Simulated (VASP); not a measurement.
# Sn (I4_1/amd) in VASP: notebook, part 2 of 2

VASP 6.6.1. The steps go on from the part before.

**6. Single point, PBE (strain +0.0300 x Voigt [0, 1, 0, 0, 0, 0])**

Contents of INCAR:

```
SYSTEM = Sn
PREC = Accurate ; ENCUT = 520
EDIFF = 1E-6 ; ISMEAR = 0
SIGMA = 0.15 ; LREAL = .False.
LASPH = .True. ; NELM = 100
ALGO = Fast ; ISIF = 2
LWAVE = .False. ; LCHARG = .False.
GGA = PE ; NBANDS = 21
```

Contents of KPOINTS:

```
Automatic mesh
0
Gamma
  16 16 16
  0 0 0
```

Contents of POSCAR:

```
Sn
1.0
    0.0000000000      3.4279922146      3.3281477812
    3.3281477812      0.0000000000      3.3281477812
    3.3281477812      3.4279922146      0.0000000000
Sn
2
Direct
    0.5000000000      0.5000000000      0.5000000000
    0.7500000000      0.7500000000      0.7500000000
```

Potentials or basis: VASP PAW PBE potentials, release 64 (Sn_d).

The run is started by

```console
$ cat potpaw_PBE.64/Sn_d/POTCAR > POTCAR
$ mpirun -np 1 vasp_std > vasp.out
```

OUTCAR:

```text
SYSTEM = Sn
   PREC = Accurate
   ENCUT = 520
   EDIFF = 1E-6
   ISMEAR = 0
   LREAL = .False.
   LASPH = .True.
   NELM = 100
   ISIF = 2
   GGA = PE

 ion  position               nearest neighbor table
   1  0.500  0.500  0.500-   2 2.91   2 2.91   2 2.91   2 2.91
   2  0.750  0.750  0.750-   1 2.91   1 2.91   1 2.91   1 2.91

  LATTYP: Found a body centered tetragonal cell.
 ALAT       =     4.7067117298
 C/A-ratio  =     1.4566399692

  Lattice vectors:

 A1 = (   0.0000000000,  -3.4279922146,   3.3281477812)
 A2 = (   0.0000000000,  -3.4279922146,  -3.3281477812)
 A3 = (   3.3281477812,   3.4279922146,   0.0000000000)

Analysis of symmetry for initial positions (statically):
=====================================================================
 Subroutine PRICEL returns:
 Original cell was already a primitive cell.

 Routine SETGRP: Setting up the symmetry group for a
 body centered tetragonal supercell.

 Subroutine GETGRP returns: Found 16 space group operations
 (whereof  8 operations were pure point group operations)
 out of a pool of 16 trial point group operations.

The static configuration has the point symmetry D_2d.
 The point group associated with its full space group is D_4h.

Analysis of symmetry for dynamics (positions and initial velocities):
=====================================================================
 Subroutine PRICEL returns:
 Original cell was already a primitive cell.

 Routine SETGRP: Setting up the symmetry group for a
 body centered tetragonal supercell.

 Subroutine GETGRP returns: Found 16 space group operations
 (whereof  8 operations were pure point group operations)
 out of a pool of 16 trial point group operations.

The dynamic configuration has the point symmetry D_2d.
 The point group associated with its full space group is D_4h.

 Subroutine INISYM returns: Found 16 space group operations
 (whereof  8 operations are pure point group operations),
 and found     1 'primitive' translations

[... 104 lines left out ...]
   PSTRESS=    0.0 pullay stress
   NELECT =      28.0000    total number of electrons
   NUPDOWN=      -1.0000    fix difference up-down
   EMIN   =  10.00;   EMAX   =-10.00  energy-range for DOS
   EFERMI =   0.00;   METHOD = LEGACY
   ISMEAR =     0;   SIGMA  =   0.15  broadening in eV -4-tet -1-fermi 0-gaus
   EFERMI_NEDOS =   21; number of points for ismear=-14 and -15
   IALGO  =     68    algorithm
   IMIX   =      4    mixing-type and parameters
     AMIX     =   0.40;   BMIX     =  1.00
     AMIX_MAG =   1.60;   BMIX_MAG =  1.00
  volume/ion in A,a.u.               =      37.97       256.24
  Fermi-wavevector in a.u.,A,eV,Ry     =   1.173913  2.218373 18.749797  1.378071
  Thomas-Fermi vector in A             =   2.310318
   LORBIT       =      0    0 simple, 1 ext, 2 COOP (PROOUT), +10 PAW based schemes
   GGA     = PE    functional components
   LHFCALC =     F    Hartree Fock is set to
   AEXX    =    0.0000 exact exchange contribution
   IVDW    =     0    specifies the selected vdW correction
   LEPSILON=     F    determine dielectric tensor
   LRPA    =     F    only Hartree local field effects (RPA)
 non-spin polarized calculation
 RMM-DIIS sequential band-by-band and
 Gauss-broadening in eV      SIGMA  =   0.15
  energy-cutoff  :      520.00
  volume of cell :       75.94
 maximum number of plane-waves:      2069
   NGX = 17   NGY = 17   NGZ = 17

 number of electron      28.0000012 magnetization

 Free energy of the ion-electron system (eV)
  ---------------------------------------------------
  ext. energy  EPLUGINS =         0.00000000
  ---------------------------------------------------
  free energy    TOTEN  =        -7.68275682 eV

  energy without entropy =       -7.68103427  energy(sigma->0) =       -7.68189554

 E-fermi :   4.5903     XC(G=0):  -8.4230

 val. band max:        4.5571468703   @ k =  -0.0625   0.0625   0.0000
 cond. band min:       4.5910380800   @ k =   0.3125   0.0000   0.0000
 fundamental gap:      0.0338912097
 Fermi energy:         4.5903250756

 k-point     1 :       0.0000    0.0000    0.0000
  band No.  band energies     occupation
      1     -16.9261      2.00000
      2     -16.9261      2.00000
      3     -16.9191      2.00000
      4     -16.8777      2.00000
      5     -16.8773      2.00000
      6     -16.6554      2.00000
[... 565 lines left out ...]
     20      11.3353      0.00000
     21      11.8701      0.00000

 [... further k-points ...]
[... 5 lines left out ...]
  --------------------------------------------------------------------------------------
  -------------------------------------------------------------------------------------
  Total       -0.3676975     -0.7787051     -0.3676975      0.0000000     -0.0000000      0.0000000
  in kB       -7.7575803    -16.4289040     -7.7575803      0.0000000     -0.0000000      0.0000000
  external PRESSURE =     -10.6480215 kB  Pullay stress =       0.0000000 kB

 VOLUME and BASIS-vectors are now :
 -----------------------------------------------------------------------------
  energy-cutoff  :      520.00
  volume of cell :       75.94
      direct lattice vectors                 reciprocal lattice vectors
     0.000000000  3.427992215  3.328147781    -0.150233713  0.145857974  0.150233713
     3.328147781  0.000000000  3.328147781     0.150233713 -0.145857974  0.150233713
     3.328147781  3.427992215  0.000000000     0.150233713  0.145857974 -0.150233713

 POSITION                                       TOTAL-FORCE (eV/Angst)
 -----------------------------------------------------------------------------------
      3.32815      3.42799      3.32815         0.000000      0.000000      0.000000
      4.99222      5.14199      4.99222        -0.000000     -0.000000      0.000000
 -----------------------------------------------------------------------------------
    total drift:                                0.000000      0.000000      0.000000

  FREE ENERGIE OF THE ION-ELECTRON SYSTEM (eV)
  ---------------------------------------------------
  free  energy   TOTEN  =        -7.6827568157 eV

  energy  without entropy=       -7.6810342738  energy(sigma->0) =       -7.68189554
```

stdout:

```text
POSCAR found type information on POSCAR Sn
 POSCAR found :  1 types and       2 ions
 scaLAPACK will be used
 LDA part: xc-table for (Slater+PW92), standard interpolation
 POSCAR, INCAR and KPOINTS ok, starting setup
 FFT: planning ... GRIDC
 FFT: planning ... GRID_SOFT
 FFT: planning ... GRID
 WAVECAR not read
 entering main loop
```

It took 4.4 min on 1 thread of Intel Xeon 6975P-C (Granite Rapids), shared host; peak memory 0.53 GiB.

Results:

- Free energy: -7.6828 eV
- Pressure: -1.1 GPa
- Band gap on the k mesh: zero (band 14 reaches 4.73 eV, above the bottom of band 15 at 4.38 eV)

Caveat: the cell differs from its parent crystal (strain +0.0300 x Voigt [0, 1, 0, 0, 0, 0]); spin-orbit coupling is left out, which moves the levels of the heavy elements.

**7. Overview**

| cell | further INCAR settings | gap on the mesh (eV) | pressure (GPa) |
| --- | --- | --- | --- |
| a = 4.814, b = 4.707 Å, angles 60.7, 58.5, 60.7°, 2 atoms | ALGO = Fast; EDIFF = 1e-07; NBANDS = 21 | none | -1.5 |
| a = 4.832, b = 4.707 Å, angles 60.9, 58.3, 60.9°, 2 atoms | ALGO = Fast; EDIFF = 1e-06; NBANDS = 21 | none | -1.7 |
| a = 4.672, b = 4.707 Å, angles 59.8, 60.5, 59.8°, 2 atoms | ALGO = Fast; EDIFF = 1e-06; NBANDS = 21 | none | 0.5 |
| a = 4.742, b = 4.707 Å, angles 60.2, 59.5, 60.2°, 2 atoms | ALGO = Fast; EDIFF = 1e-07; NBANDS = 21 | none | -0.6 |
| a = 4.778, b = 4.707 Å, angles 60.5, 59.0, 60.5°, 2 atoms | ALGO = Fast; EDIFF = 1e-06; NBANDS = 21 | none | -1.1 |

Alike in all rows: task single point; level PBE; potentials or basis VASP PAW PBE potentials, release 64 (Sn_d); no spin polarisation; k mesh 16 × 16 × 16; cutoff (eV) 520; smearing gaussian 0.15 eV.

Caveats: spin-orbit coupling is left out, which moves the levels of the heavy elements.

Total energies depend on the potentials used, so only differences within one code and one set of settings carry meaning.
